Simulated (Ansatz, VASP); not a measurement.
## Two plane-wave programs on Al2BAs3

```
CELL_PARAMETERS angstrom
3.83889 0.00000 0.00000
-1.91944 3.32458 0.00000
0.00000 0.00000 9.56348
ATOMIC_POSITIONS crystal
Al 0.00000 0.00000 0.98949
Al 0.66667 0.33333 0.34487
B 0.33333 0.66667 0.67318
As 0.00000 0.00000 0.24653
As 0.66667 0.33333 0.60481
As 0.33333 0.66667 0.89111
```

Alike in both runs: functional PBE; k mesh 12 × 12 × 4; occupations gaussian, width 0.02 eV; no spin polarisation.

Ansatz relaxed the structure, and its values are those at the end. VASP's run is a single point on that final structure, the one shown.

```csv
,VASP,Ansatz
version,VASP 6.6.1,Ansatz 0.2.0
potentials or method,"VASP PAW PBE potentials, release 64 (Al, B, As), cutoff 520 eV","scalar-relativistic, plane waves, PAW"
valence electrons in the cell,24,54
```

```tsv
	VASP	Ansatz	Ansatz less VASP
gap on the k mesh at the Fermi level (eV)	0.33	0.34	+0.005
least direct gap on the mesh (eV)	0.33	0.34	+0.005
pressure (GPa)	0.2	0.0	-0.22
rms of the force components (eV/Å)	0.013	0.003	-0.0100
```

VASP's potentials hold 24 valence electrons a cell and Ansatz's 54, so a difference there can come from the potentials and not from the codes.
